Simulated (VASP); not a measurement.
Here is a VASP 6.6.1 calculation.

Contents of INCAR:

```
PREC = Accurate
ENCUT = 520
EDIFF = 1E-6
ISMEAR = 0
SIGMA = 0.15
LREAL = F
LASPH = T
NELM = 100
ALGO = Normal
ISIF = 2
LWAVE = F
LCHARG = F
GGA = PS
NBANDS = 14
```

KPOINTS

```
regular mesh
0
Gamma
  16 16 16
```

File POSCAR:

```
NbH2
1.0
    0.0000000000      2.2178641905      2.2178641905
    2.2178641905      0.0000000000      2.2178641905
    2.2178641905      2.2178641905      0.0000000000
Nb H
1 2
Direct
    0.0000000000      0.0000000000      0.0000000000
    0.2500000000      0.2500000000      0.2500000000
    0.7500000000      0.7500000000      0.7500000000
```

Potentials or basis: VASP PAW PBE potentials, release 64 (Nb_sv, H).

Run with:

```console
$ cat potpaw_PBE.64/Nb_sv/POTCAR potpaw_PBE.64/H/POTCAR > POTCAR
$ mpirun -np 1 vasp_std > vasp.out
```

What does it give for the band gap on the k mesh?

Zero (an odd number of electrons rules out a gap without spin polarisation).

What does it give for the pressure?

11.3 GPa.

Caveat: the cell stands under pressure; the PAW data sets were made with another functional, which shifts forces and pressure a little; an odd number of electrons without spin polarisation forces a metal; a magnetic or distorted state may lie lower.
